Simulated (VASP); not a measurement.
Set up this calculation in VASP 6.6.1, as the native input.

```
Task                   : single point
Functional             : PBE
Potentials or basis    : VASP PAW PBE potentials, release 64 (Mo_sv, S)
Cutoff                 : 520 eV
k mesh                 : 10 × 10 × 2
Occupations            : fermi-dirac, width 0.05 eV
Spin                   : no spin polarisation
Dipole correction      : no
Further INCAR settings : ALGO = Normal; EDIFF = 1e-07; NBANDS = 20
```

The structure of MoS2 lies in POSCAR:

```
MoS2
1.0
    3.2465757816      0.0000000000      0.0000000000
   -1.6232878908      2.8116171022      0.0000000000
    0.0000000000      0.0000000000     17.6745803806
Mo S
1 2
Direct
    0.0000000000      0.0000000000      0.0000000000
    0.3333333333      0.6666666667      0.9105070200
    0.3333333333      0.6666666667      0.0894929800
```

This cell differs from its parent crystal: volume scaled by 1.06.

One way to write it, as run:

INCAR

```
SYSTEM = MoS2
PREC = Accurate ; ENCUT = 520
EDIFF = 1E-7 ; ISMEAR = -1
SIGMA = 0.05 ; LREAL = .False.
LASPH = .True. ; NELM = 60
ALGO = Normal ; ISIF = 2
LWAVE = .False. ; LCHARG = .False.
GGA = PE ; NBANDS = 20
```

KPOINTS

```
Automatic mesh
0
Gamma
  10 10 2
  0 0 0
```

Potentials or basis: VASP PAW PBE potentials, release 64 (Mo_sv, S).

Command:

```bash
$ cat potpaw_PBE.64/Mo_sv/POTCAR potpaw_PBE.64/S/POTCAR > POTCAR
$ mpirun -np 1 vasp_std > vasp.out
```

It gave:

```yaml
Largest_force: 0.683 eV/Å
Band_gap_on_the_k_mesh: 1.59 eV, indirect (least direct gap 1.77 eV)
```

It took 2.2 min on 1 thread of Intel(R) Xeon(R) Platinum 8488C (Sapphire Rapids), with other jobs on the host, peak memory 0.29 GiB.
